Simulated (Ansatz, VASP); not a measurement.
Two plane-wave programs on Si2Mo

```
Si Mo
1.0
    -1.59504    1.59504    3.91069
     1.59504   -1.59504    3.91069
     1.59504    1.59504   -3.91069
Si Mo
2 1
Direct
  0.33506 0.33506 0.00000
  0.66494 0.66494 0.00000
  0.00000 0.00000 0.00000
```

Alike in both runs: task single point; functional PBEsol; k mesh 14 × 14 × 14; occupations gaussian, width 0.15 eV; no spin polarisation.

```csv
,VASP,Ansatz
version,VASP 6.6.1,Ansatz 0.2.0
potentials or method,"VASP PAW PBE potentials, release 64 (Si, Mo_sv), cutoff 520 eV","scalar-relativistic, plane waves, PAW"
valence electrons in the cell,22,22
```

|  | VASP | Ansatz | Ansatz less VASP |
| --- | --- | --- | --- |
| gap on the k mesh at the Fermi level (eV) | none | none | - |
| pressure (GPa) | 0.4 | 0.0 | -0.39 |

VASP's potentials were made for PBE, not for PBEsol. A gap of «none» marks a metal or a gap that the smearing closes.
